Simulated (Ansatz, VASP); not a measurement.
**Ta2N: VASP beside Ansatz**

File INCAR:

```
SYSTEM = Ta2N
PREC = Accurate ; ENCUT = 520
EDIFF = 1E-6 ; ISMEAR = 0
SIGMA = 0.1 ; LREAL = .FALSE.
LASPH = .TRUE. ; NELM = 100
ALGO = Normal ; ISIF = 2
LWAVE = .FALSE. ; LCHARG = .FALSE.
NBANDS = 50
```

The input KPOINTS:

```
regular mesh
0
G
  6 6 4
  0 0 0
```

Contents of POSCAR:

```
Ta2N
1.0
    5.2965720500      0.0000000000      0.0000000000
   -2.6482860300      4.5869659500      0.0000000000
    0.0000000000      0.0000000000      4.9391825700
Ta N
6 3
Direct
    0.6663616800      0.6663616800      0.7536182600
    0.0000000000      0.3336383200      0.7536182600
    0.3336383200      0.0000000000      0.7536182600
    0.3336383200      0.3336383200      0.2463817400
    0.0000000000      0.6663616800      0.2463817400
    0.6663616800      0.0000000000      0.2463817400
    0.6666666700      0.3333333300      0.5000000000
    0.3333333300      0.6666666700      0.5000000000
    0.0000000000      0.0000000000      0.0000000000
```

Input for Ansatz:

```yaml
crystal:
  lattice:
    - [5.29657205, 0.0, 0.0]
    - [-2.64828603, 4.58696595, 0.0]
    - [0.0, 0.0, 4.93918257]
  atoms:
    - { symbol: Ta, position: [0.66636168, 0.66636168, 0.75361826] }
    - { symbol: Ta, position: [0.0, 0.33363832, 0.75361826] }
    - { symbol: Ta, position: [0.33363832, 0.0, 0.75361826] }
    - { symbol: Ta, position: [0.33363832, 0.33363832, 0.24638174] }
    - { symbol: Ta, position: [0.0, 0.66636168, 0.24638174] }
    - { symbol: Ta, position: [0.66636168, 0.0, 0.24638174] }
    - { symbol: "N", position: [0.66666667, 0.33333333, 0.5] }
    - { symbol: "N", position: [0.33333333, 0.66666667, 0.5] }
    - { symbol: "N", position: [0.0, 0.0, 0.0] }
basis:
  ecutwfc: 420
kpoints:
  mp_grid: { grid: [6, 6, 4] }
hamiltonian:
  xc: lda
  pseudopotentials: { kind: paw, azcp: { folder: soft_1 } }
scf:
  occupations: { method: gaussian, width: 0.1 }
output:
  forces: true
  stress: true
  eigenvalues: true
```

Alike in both runs: task single point; functional LDA; k mesh 6 × 6 × 4; occupations gaussian, width 0.1 eV; no spin polarisation.

|  | VASP | Ansatz |
| --- | --- | --- |
| version | VASP 6.6.1 | Ansatz 0.2.0 |
| potentials or method | VASP PAW LDA potentials, release 64 (Ta_pv, N), cutoff 520 eV | scalar-relativistic, plane waves, PAW |
| valence electrons in the cell | 81 | 93 |

|  | VASP | Ansatz | Ansatz less VASP |
| --- | --- | --- | --- |
| gap on the k mesh at the Fermi level (eV) | none | none | - |
| pressure (GPa) | -9.7 | -11.1 | -1.37 |
| traceless stress, the component that is largest in VASP (GPa) | -0.25 | -0.25 | -0.004 |
| rms of the force components (eV/Å) | 0.068 | 0.073 | +0.0057 |

Ansatz warns that its potentials were made for another functional, while VASP's fit it. LDA's correlation is that of Perdew and Zunger in VASP and of Perdew and Wang (1992) in Ansatz. Atom by atom the forces differ by 0.006 eV/Å (rms over components). A gap of «none» marks a metal or a gap that the smearing closes. VASP's potentials hold 81 valence electrons a cell and Ansatz's 93, so a difference there can come from the potentials and not from the codes.

Spin-orbit coupling is off throughout.
